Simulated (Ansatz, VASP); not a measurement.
**Two plane-wave programs on Be3H4Br2**

INCAR

```
SYSTEM = Be3H4Br2
PREC = Accurate
ENCUT = 600
EDIFF = 1E-7
ISMEAR = 0
SIGMA = 0.1
LREAL = .FALSE.
LASPH = .TRUE.
NELM = 120
ALGO = Normal
ISIF = 3
LWAVE = .FALSE.
LCHARG = .FALSE.
GGA = PE
IBRION = 2
NSW = 100
EDIFFG = -0.01
GGA_COMPAT = .FALSE.
NELMIN = 4
```

The input KPOINTS:

```
Automatic mesh
0
G
  12 12 4
  0 0 0
```

POSCAR

```
Be3H4Br2
1.0
    3.3494544411      0.0000000000      0.0000000000
   -1.6747272206      2.9007126348      0.0000000000
    0.0000000000      0.0000000000      9.7007026515
Be H Br
3 4 2
Direct
    0.6666666667      0.3333333333      0.9084667118
    0.0000000000      0.0000000000      0.5000000000
    0.3333333333      0.6666666667      0.0915332882
    0.3333333333      0.6666666667      0.5027681762
    0.6666666667      0.3333333333      0.0531542202
    0.6666666667      0.3333333333      0.4972318238
    0.3333333333      0.6666666667      0.9468457798
    0.0000000000      0.0000000000      0.7572104951
    0.0000000000      0.0000000000      0.2427895049
```

Input for Ansatz:

```yaml
crystal:
  lattice:
    - [3.3494544411, 0.0, 0.0]
    - [-1.6747272206, 2.9007126348, 0.0]
    - [0.0, 0.0, 9.7007026515]
  atoms:
    - { symbol: Be, position: [0.6666666667, 0.3333333333, 0.9084667118] }
    - { symbol: Be, position: [0.0, 0.0, 0.5] }
    - { symbol: Be, position: [0.3333333333, 0.6666666667, 0.0915332882] }
    - { symbol: H, position: [0.3333333333, 0.6666666667, 0.5027681762] }
    - { symbol: H, position: [0.6666666667, 0.3333333333, 0.0531542202] }
    - { symbol: H, position: [0.6666666667, 0.3333333333, 0.4972318238] }
    - { symbol: H, position: [0.3333333333, 0.6666666667, 0.9468457798] }
    - { symbol: Br, position: [0.0, 0.0, 0.7572104951] }
    - { symbol: Br, position: [0.0, 0.0, 0.2427895049] }
basis:
  ecutwfc: 420
kpoints:
  mp_grid: { grid: [12, 12, 4] }
hamiltonian:
  xc: pbe
scf:
  occupations: { method: gaussian, width: 0.1 }
output:
  forces: true
  stress: true
  eigenvalues: true
relax:
  adjacent_minimum: "off"
  f_tol: 0.01
  max_steps: 80
  cell: { stress_tol: 0.05 }
```

Alike in both runs: task relaxation of cell and atoms; functional PBE; k mesh 12 × 12 × 4; occupations gaussian, width 0.1 eV; no spin polarisation.

|  | VASP | Ansatz |
| --- | --- | --- |
| version | VASP 6.6.1 | Ansatz 0.2.0 |
| potentials or method | VASP PAW PBE potentials, release 64 (Be, H, Br), cutoff 600 eV | scalar-relativistic, plane waves, PAW |
| valence electrons in the cell | 24 | 24 |

Ansatz gave:

| Quantity | Value |
| --- | --- |
| gap on the k mesh at the Fermi level, each at its own relaxed structure (eV) | none |
| relaxed volume (Å³/atom) | 10.52 |
| relaxed cell length with the largest relative difference (Å) | 3.354 |

Q: What did VASP give for the same quantities?

A: gap on the k mesh at the Fermi level, each at its own relaxed structure (eV): none; relaxed volume (Å³/atom): 10.51; relaxed cell length with the largest relative difference (Å): 3.353.

A gap of «none» marks a metal or a gap that the smearing closes.
